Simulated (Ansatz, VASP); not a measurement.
One calculation of HgTe, two programs

```
CELL_PARAMETERS angstrom
0.00000 3.28537 3.28537
3.28537 0.00000 3.28537
3.28537 3.28537 0.00000
ATOMIC_POSITIONS crystal
Hg 0.00000 0.00000 0.00000
Te 0.25000 0.25000 0.25000
```

Alike in both runs: functional r2SCAN; k mesh 12 × 12 × 12; occupations fermi-dirac, width 0.08 eV; no spin polarisation.

Ansatz relaxed the structure, and its values are those at the end. VASP's run is a single point on that final structure, the one shown.

|  | VASP | Ansatz |
| --- | --- | --- |
| version | VASP 6.6.1 | Ansatz 0.2.0 |
| potentials or method | VASP PAW PBE potentials, release 64 (Hg, Te) | PAW with Ansatz's default frozen-core files, scalar-relativistic |
| plane-wave cutoff (eV) | 520 | 500 |
| valence electrons in the cell | 18 | 36 |

|  | VASP | Ansatz | Ansatz less VASP |
| --- | --- | --- | --- |
| pressure (GPa) | 0.1 | 0.0 | -0.06 |

VASP's potentials were made for PBE, not for r2SCAN. VASP's potentials hold 18 valence electrons a cell and Ansatz's 36, so a difference there can come from the potentials and not from the codes.

Neither program's run includes spin-orbit coupling.
